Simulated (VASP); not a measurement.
# Ni3O2 (R-3m) in VASP: electric field gradients with PBEsol

Aim: the electric field gradients of Ni3O2 with PBEsol.

Everything below comes from runs of VASP 6.6.1. Logs are shortened: lines on timing, memory, paths and dates and some standing lists are left out, and cuts for length are marked.

**1. The cell of the first run**

The structure is trigonal, space group R-3m (No. 166). The conventional cell has a = 5.710 Å, b = 5.710 Å, c = 5.759 Å, α = 90.00°, β = 90.00°, γ = 120.00°. Ni (site symmetry 2/m) has 2 O at 1.77 Å within 2.3 Å. O (site symmetry 3m) has 3 Ni at 1.77 Å within 2.3 Å.

**2. Electric field gradients, PBEsol**

INCAR reads:

```
PREC = Accurate
ENCUT = 520
EDIFF = 1E-8
ISMEAR = -1
SIGMA = 0.15
LREAL = False
LASPH = True
NELM = 120
ALGO = Normal
ISIF = 2
LWAVE = False
LCHARG = False
GGA = PS
LEFG = True
NBANDS = 41
GGA_COMPAT = False
```

KPOINTS reads:

```
Automatic mesh
0
Gamma
  12 12 12
```

POSCAR reads:

```
Ni3O2
1.0
    2.8548495375      1.6482481490      1.9196009700
   -2.8548495375      1.6482481490      1.9196009700
    0.0000000000     -3.2964962980      1.9196009700
Ni O
3 2
Direct
    0.5000000000     -0.0000014277      1.0000014277
    1.0000014277      0.5000000000     -0.0000014277
   -0.0000014277      1.0000014277      0.5000000000
    0.2771997559      0.2771997559      0.2771997559
    0.7228002441      0.7228002441      0.7228002441
```

Potentials or basis: VASP PAW PBE potentials, release 64 (Ni_sv_GW, O).

On the command line:

```console
$ cat potpaw_PBE.64/Ni_sv_GW/POTCAR potpaw_PBE.64/O/POTCAR > POTCAR
$ mpirun -np 1 vasp_std > vasp.out
```

OUTCAR:

```text
PREC = Accurate
   ENCUT = 520
   EDIFF = 1E-8
   ISMEAR = -1
   LREAL = False
   LASPH = True
   NELM = 120
   ISIF = 2
   GGA = PS

 ion  position               nearest neighbor table
   1  0.500  1.000  0.000-   4 1.77   5 1.77   3 2.53   2 2.53   3 2.53   2 2.53
   2  0.000  0.500  1.000-   5 1.77   4 1.77   3 2.53   1 2.53   3 2.53   1 2.53
   3  1.000  0.000  0.500-   4 1.77   5 1.77   1 2.53   2 2.53   1 2.53   2 2.53
   4  0.277  0.277  0.277-   1 1.77   2 1.77   3 1.77
   5  0.723  0.723  0.723-   2 1.77   1 1.77   3 1.77

  LATTYP: Found a trigonal (rhomboedric) cell.
 ALAT       =     3.8146763593
 COS(alpha) =    -0.1201625474

  Lattice vectors:

 A1 = (   2.8548495375,   1.6482481490,   1.9196009700)
 A2 = (  -2.8548495375,   1.6482481490,   1.9196009700)
 A3 = (   0.0000000000,  -3.2964962980,   1.9196009700)

Analysis of symmetry for initial positions (statically):
=====================================================================
 Subroutine PRICEL returns:
 Original cell was already a primitive cell.

 Routine SETGRP: Setting up the symmetry group for a
 trigonal (rhombohedral) supercell.

 Subroutine GETGRP returns: Found 12 space group operations
 (whereof 12 operations were pure point group operations)
 out of a pool of 12 trial point group operations.

The static configuration has the point symmetry D_3d.

Analysis of symmetry for dynamics (positions and initial velocities):
=====================================================================
 Subroutine PRICEL returns:
 Original cell was already a primitive cell.

 Routine SETGRP: Setting up the symmetry group for a
 trigonal (rhombohedral) supercell.

 Subroutine GETGRP returns: Found 12 space group operations
 (whereof 12 operations were pure point group operations)
 out of a pool of 12 trial point group operations.

The dynamic configuration has the point symmetry D_3d.

 Subroutine INISYM returns: Found 12 space group operations
 (whereof 12 operations are pure point group operations),
 and found     1 'primitive' translations

----------------------------------------------------------------------------------------
[... 147 lines left out ...]

 val. band max:        5.1302104453   @ k =  -0.2500  -0.3333   0.0833
 cond. band min:       5.1383085420   @ k =  -0.3333   0.4167   0.0833
 fundamental gap:      0.0080980967
 Fermi energy:         5.1377320486

 k-point     1 :       0.0000    0.0000    0.0000
  band No.  band energies     occupation
      1     -97.7296      2.00000
      2     -97.7133      2.00000
      3     -97.7133      2.00000
      4     -58.8499      2.00000
      5     -58.8187      2.00000
      6     -58.8187      2.00000
[... 1045 lines left out ...]
     40      15.2426      0.00000
     41      17.1800      0.00000

 [... further k-points ...]

------------------------ aborting loop because EDIFF is reached ----------------------------------------

  FORCE on cell =-STRESS in cart. coord.  units (eV):
  Direction    XX          YY          ZZ          XY          YZ          ZX
  --------------------------------------------------------------------------------------
  -------------------------------------------------------------------------------------
  Total       -0.6185724     -0.6185724     -0.8033017     -0.0000000      0.0000000     -0.0000000
  in kB      -18.2866057    -18.2866057    -23.7476817     -0.0000000      0.0000000     -0.0000000
  external PRESSURE =     -20.1069644 kB  Pullay stress =       0.0000000 kB

 VOLUME and BASIS-vectors are now :
 -----------------------------------------------------------------------------
  energy-cutoff  :      520.00
  volume of cell :       54.20
      direct lattice vectors                 reciprocal lattice vectors
     2.854849537  1.648248149  1.919600970     0.175140579  0.101117460  0.173647200
    -2.854849537  1.648248149  1.919600970    -0.175140579  0.101117460  0.173647200
     0.000000000 -3.296496298  1.919600970     0.000000000 -0.202234920  0.173647200

 POSITION                                       TOTAL-FORCE (eV/Angst)
 -----------------------------------------------------------------------------------
     -1.42742      2.47237      2.87940         0.000000     -0.000000     -0.000000
     -1.42742     -2.47237      2.87940        -0.000000     -0.000000     -0.000000
      2.85484      0.00000      2.87940        -0.000000      0.000000     -0.000000
      0.00000      0.00000      1.59634         0.000000      0.000000      0.035170
      0.00000      0.00000      4.16246         0.000000     -0.000000     -0.035170
 -----------------------------------------------------------------------------------
    total drift:                                0.000000     -0.000000      0.000000

  FREE ENERGIE OF THE ION-ELECTRON SYSTEM (eV)
  ---------------------------------------------------
  free  energy   TOTEN  =       -34.0242227380 eV

  energy  without entropy=      -33.6800428065  energy(sigma->0) =      -33.85213277

 Electric field gradients (V/A^2)
---------------------------------------------------------------------
 ion       V_xx      V_yy      V_zz      V_xy      V_xz      V_yz
---------------------------------------------------------------------
   1       3.572    -8.050     4.478    10.065     6.774     3.911
   2       3.572    -8.050     4.478   -10.065    -6.774     3.911
   3     -13.861     9.382     4.478    -0.000    -0.000    -7.822
   4      13.297    13.297   -26.593    -0.000    -0.000    -0.000
   5      13.297    13.297   -26.593    -0.000     0.000    -0.000
---------------------------------------------------------------------

 Electric field gradients after diagonalization (V/A^2)
 (convention: |V_zz| > |V_xx| > |V_yy|)
----------------------------------------------------------------------
 ion       V_xx      V_yy      V_zz     asymmetry (V_yy - V_xx)/ V_zz
----------------------------------------------------------------------
   1     -13.861    -1.267    15.128       0.833
   2     -13.861    -1.267    15.128       0.833
   3     -13.861    -1.267    15.128       0.833
   4      13.297    13.297   -26.593       0.000
   5      13.297    13.297   -26.593       0.000
----------------------------------------------------------------------

           NMR quadrupolar parameters

 Cq : quadrupolar parameter    Cq=e*Q*V_zz/h
 eta: asymmetry parameters     (V_yy - V_xx)/ V_zz
 Q  : nuclear electric quadrupole moment in mb (millibarn)
----------------------------------------------------------------------
 ion       Cq(MHz)       eta       Q (mb)
----------------------------------------------------------------------
   1       0.037       0.833       1.000
   2       0.037       0.833       1.000
   3       0.037       0.833       1.000
   4      -0.064       0.000       1.000
   5      -0.064       0.000       1.000
----------------------------------------------------------------------
```

OSZICAR:

```text
N       E                     dE             d eps       ncg     rms          rms(c)
DAV:   1     0.129755646612E+04    0.12976E+04   -0.37612E+04 25165   0.504E+03
DAV:   2     0.101306360938E+03   -0.11963E+04   -0.11584E+04 28444   0.158E+03
DAV:   3    -0.423198310899E+02   -0.14363E+03   -0.13772E+03 30720   0.682E+02
DAV:   4    -0.505838614601E+02   -0.82640E+01   -0.79261E+01 28796   0.158E+02
DAV:   5    -0.512776839067E+02   -0.69382E+00   -0.68485E+00 29658   0.470E+01    0.362E+01
DAV:   6    -0.597537825940E+02   -0.84761E+01   -0.22145E+02 25723   0.727E+02    0.443E+01
DAV:   7    -0.337054212288E+02    0.26048E+02   -0.81548E+01 22496   0.523E+02    0.561E+00
DAV:   8    -0.342503284807E+02   -0.54491E+00   -0.91624E+00 30256   0.528E+01    0.415E+00
DAV:   9    -0.340770374574E+02    0.17329E+00   -0.73723E-01 28012   0.355E+01    0.233E+00
DAV:  10    -0.340565870023E+02    0.20450E-01   -0.10090E-01 28819   0.592E+00    0.179E+00
DAV:  11    -0.340261859398E+02    0.30401E-01   -0.66352E-02 30748   0.465E+00    0.517E-01
DAV:  12    -0.340244951932E+02    0.16907E-02   -0.13850E-02 29500   0.459E+00    0.146E-01
DAV:  13    -0.340242225634E+02    0.27263E-03   -0.11688E-03 30398   0.787E-01    0.405E-02
DAV:  14    -0.340242235557E+02   -0.99230E-06   -0.56609E-05 29636   0.143E-01    0.135E-02
DAV:  15    -0.340242227712E+02    0.78448E-06   -0.75943E-06 30952   0.794E-02    0.272E-03
DAV:  16    -0.340242227397E+02    0.31509E-07   -0.76519E-07 30284   0.344E-02    0.183E-03
DAV:  17    -0.340242227380E+02    0.16971E-08   -0.40446E-08 13943   0.106E-02
   1 F= -.34024223E+02 E0= -.33852133E+02  d E =-.344180E+00
```

Wall time 9.2 min (1 thread of Intel Xeon Platinum 8375C at 2.90GHz (Ice Lake), shared host); peak memory 0.45 GiB.

What came out:

```yaml
Free_energy: -34.0242 eV
Pressure: -2.0 GPa
Largest_force: 0.035 eV/Å
Band_gap_on_the_k_mesh: zero (bands 33 and 34 overlap by 0.89 eV)
Largest_electric_field_gradient_by_atom: Ni +15.1; O -26.6 V/Å²
```

Forces in eV/Å, atoms in the order of the input:
```
Ni   0.000  0.000  0.000
Ni   0.000  0.000  0.000
Ni   0.000  0.000  0.000
O    0.000  0.000  0.035
O    0.000  0.000 -0.035
```

Electric field gradients, principal values (V/Å²):
| atom | least | middle | greatest (by size) |
| --- | --- | --- | --- |
| 1 Ni | -1.267 | -13.861 | 15.128 |
| 2 Ni | -1.267 | -13.861 | 15.128 |
| 3 Ni | -1.267 | -13.861 | 15.128 |
| 4 O | 13.297 | 13.297 | -26.593 |
| 5 O | 13.297 | 13.297 | -26.593 |

Caveat: without QUAD_EFG the Cq values of the log hold for a quadrupole moment of 1 mb, not for the nuclei; the PAW data sets were made with another functional, which shifts forces and pressure a little; the run has no spin polarisation, though such a crystal can be magnetic. With open d or f shells a metallic result of PBEsol can be an artefact of self-interaction; +U or a hybrid may open a gap.
